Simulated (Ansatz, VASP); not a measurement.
# Two plane-wave programs on MnO

INCAR

```
SYSTEM = MnO
PREC = Accurate
ENCUT = 700
EDIFF = 1E-6
ISMEAR = -1
SIGMA = 0.05
LREAL = .False.
LASPH = .True.
NELM = 200
ALGO = Normal
ISIF = 2
LWAVE = .False.
LCHARG = .False.
ISPIN = 2
MAGMOM = 4 0
LORBIT = 11
LMAXMIX = 4
NBANDS = 22
GGA_COMPAT = .False.
```

Contents of KPOINTS:

```
Automatic mesh
0
Gamma
  9 9 9
  0 0 0
```

Contents of POSCAR:

```
MnO
1.0
    3.0103939679     -1.7395758314      0.0000000000
    3.0103939679      1.7395758314      0.0000000000
   -2.0107452843      0.0000000000      2.8472912409
Mn O
1 1
Direct
    0.5001990000      0.5001990000      0.5006650000
    0.7498025000      0.7498025000      0.2493360000
```

Contents of input.yaml:

```yaml
crystal:
  lattice:
    - [3.0103939679, -1.7395758314, 0.0]
    - [3.0103939679, 1.7395758314, 0.0]
    - [-2.0107452843, 0.0, 2.8472912409]
  atoms:
    - { symbol: Mn, position: [0.500199, 0.500199, 0.500665], spin: 4.0 }
    - { symbol: O, position: [0.7498025, 0.7498025, 0.249336] }
hamiltonian:
  xc: lda
  pseudopotentials: { kind: paw }
magnetization:
  spin_polarized: true
kpoints:
  mp_grid: { grid: [9, 9, 9] }
scf:
  occupations: { method: fermi_dirac, width: 0.05 }
output:
  forces: true
  stress: true
  eigenvalues: true
```

Alike in both runs: task single point; functional LDA; k mesh 9 × 9 × 9; occupations fermi-dirac, width 0.05 eV; collinear spin.

```csv
,VASP,Ansatz
version,VASP 6.6.1,Ansatz 0.2.0
potentials or method,"VASP PAW LDA potentials, release 64 (Mn_sv, O)",Ansatz PAW
plane-wave cutoff (eV),700,420
valence electrons in the cell,21,21
```

VASP gave:

```
gap on the k mesh at the Fermi level (eV)                     : none
pressure (GPa)                                                : -16.1
traceless stress, the component that is largest in VASP (GPa) : -0.15
net moment per atom (μB)                                      : 2.49
size of the moment on the site where the two differ most (μB) : 4.20
```

Question: Which values does Ansatz return?

Answer: gap on the k mesh at the Fermi level (eV): none; pressure (GPa): -15.6; traceless stress, the component that is largest in VASP (GPa): -0.15; net moment per atom (μB): 2.50; size of the moment on the site where the two differ most (μB): 4.02.

LDA's correlation is that of Perdew and Zunger in VASP and of Perdew and Wang (1992) in Ansatz. Site moments also hang on the region over which each program counts them. A gap of «none» marks a metal or a gap that the smearing closes.
